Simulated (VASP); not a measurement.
The system is PrPb5.

```xyz
6
Lattice="0.0000 4.4231 4.4231 4.4231 0.0000 4.4231 4.4231 4.4231 0.0000" Properties=species:S:1:pos:R:3 pbc="T T T"
Pr    0.0000    0.0000    0.0000
Pb    2.2115    2.2115    2.2115
Pb    5.5191    3.3271    3.3271
Pb    5.5191    5.5191    5.5191
Pb    3.3271    3.3271    5.5191
Pb    3.3271    5.5191    3.3271
```

The cell was built from a structure type or drawn by symmetry, and may not be a known phase.

- Program: VASP 6.6.1
- Task: relaxation of cell and atoms
- Functional: PBE
- Potentials or basis: VASP PAW PBE potentials, release 64 (Pr_3, Pb_d), 4f in core
- Cutoff: 500 eV
- k mesh: 3 × 3 × 3
- Occupations: gaussian, width 0.2 eV
- Spin: no spin polarisation

At the start: pressure 6.5 GPa; volume 28.84 Å³/atom.

Problem. Where does the relaxation end?

Solution. Over 5 steps the energy falls by 67.7 meV/atom and the volume is 32.48 Å³/atom (+12.6 %); space group F-43m (No. 216, to 0.1 Å) before and after.

The path:
```csv
step,energy change (eV),largest force (eV/Å),pressure (GPa),volume (Å³)
1,0.0000,0.4041,6.53,173.06
2,-0.3474,0.0395,-1.86,204.20
3,-0.4046,0.1011,-0.01,194.57
4,-0.4046,0.0974,-0.11,195.02
5,-0.4059,0.0369,-0.08,194.87
```

Final structure:
```
Pr Pb
1.0
     0.00000    4.60156    4.60156
     4.60156    0.00000    4.60156
     4.60156    4.60156    0.00000
Pr Pb
1 5
Direct
  0.00000 0.00000 0.00000
  0.25000 0.25000 0.25000
  0.12463 0.62512 0.62512
  0.62512 0.62512 0.62512
  0.62512 0.62512 0.12463
  0.62512 0.12463 0.62512
```

Caveat: the k points lie up to 0.39 Å⁻¹ apart in the final cell, too coarse for converged energies and pressures of a metal; the relaxation stopped at a loose force limit of 0.08 eV/Å, so its end isn't a converged minimum.
